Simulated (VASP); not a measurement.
The system is KI.

```xyz
2
Lattice="0.0000 3.5328 3.5328 3.5328 0.0000 3.5328 3.5328 3.5328 0.0000" Properties=species:S:1:pos:R:3 pbc="T T T"
I     3.5328    3.5328    3.5328
K     0.0000    0.0000    0.0000
```

- Program: VASP 6.6.1
- Task: relaxation of cell and atoms
- Functional: PBEsol
- Dispersion: D4
- Potentials or basis: VASP PAW PBE potentials, release 64 (I, K_sv)
- Cutoff: 600 eV
- k mesh: 7 × 7 × 7
- Occupations: fermi-dirac, width 0.05 eV
- Spin: no spin polarisation

At the start: pressure -0.6 GPa; volume 44.09 Å³/atom.

Q: How do energy, volume and symmetry change on relaxing?

A: Over 3 steps the energy falls by 4.4 meV/atom and the volume is 41.99 Å³/atom (-4.8 %); space group Fm-3m (No. 225, to 0.1 Å) before and after.

Step by step:
| step | energy change (eV) | largest force (eV/Å) | pressure (GPa) | volume (Å³) |
| --- | --- | --- | --- | --- |
| 1 | 0.0000 | 0.0000 | -0.60 | 88.18 |
| 2 | -0.0062 | 0.0000 | -0.34 | 86.08 |
| 3 | -0.0087 | 0.0000 | -0.03 | 83.98 |

Final structure:
```
I K
1.0
     0.00000    3.47576    3.47576
     3.47576    0.00000    3.47576
     3.47576    3.47576    0.00000
I K
1 1
Direct
  0.50000 0.50000 0.50000
  0.00000 0.00000 0.00000
```

Caveat: the PAW data sets were made with another functional, which shifts forces and pressure a little.
